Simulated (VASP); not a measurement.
Here is a VASP 6.6.1 calculation.

INCAR

```
SYSTEM = Sb
PREC = Accurate ; ENCUT = 520
EDIFF = 1E-7 ; ISMEAR = -1
SIGMA = 0.1 ; LREAL = .False.
LASPH = .True. ; NELM = 80
ALGO = Normal ; ISIF = 2
LWAVE = .False. ; LCHARG = .True.
GGA = PE ; LELF = .True.
LVHAR = .True. ; NBANDS = 12
```

KPOINTS

```
Automatic mesh
0
Gamma
  12 12 7
  0 0 0
```

File POSCAR:

```
Sb
1.0
    3.3232213617      0.0000000000      0.0000000000
   -1.6616106809      2.8779941216      0.0000000000
    0.0000000000      0.0000000000      5.5029697653
Sb
2
Direct
    0.3333333333      0.6666666667      0.2500000000
    0.6666666667      0.3333333333      0.7500000000
```

Potentials or basis: VASP PAW PBE potentials, release 64 (Sb).

Launch:

```bash
$ cat potpaw_PBE.64/Sb/POTCAR > POTCAR
$ mpirun -np 1 vasp_std > vasp.out
```

Problem. Estimate the pressure.

Solution. 2.7 GPa.

Problem. Estimate the band gap on the k mesh.

Solution. Zero (band 5 reaches 13.29 eV, above the bottom of band 6 at 5.84 eV).

Stress tensor (GPa, compression positive):
```
3.00 0.00 0.00
0.00 3.00 0.00
0.00 0.00 2.07
```

Caveat: spin-orbit coupling is left out, which moves the levels of the heavy elements.
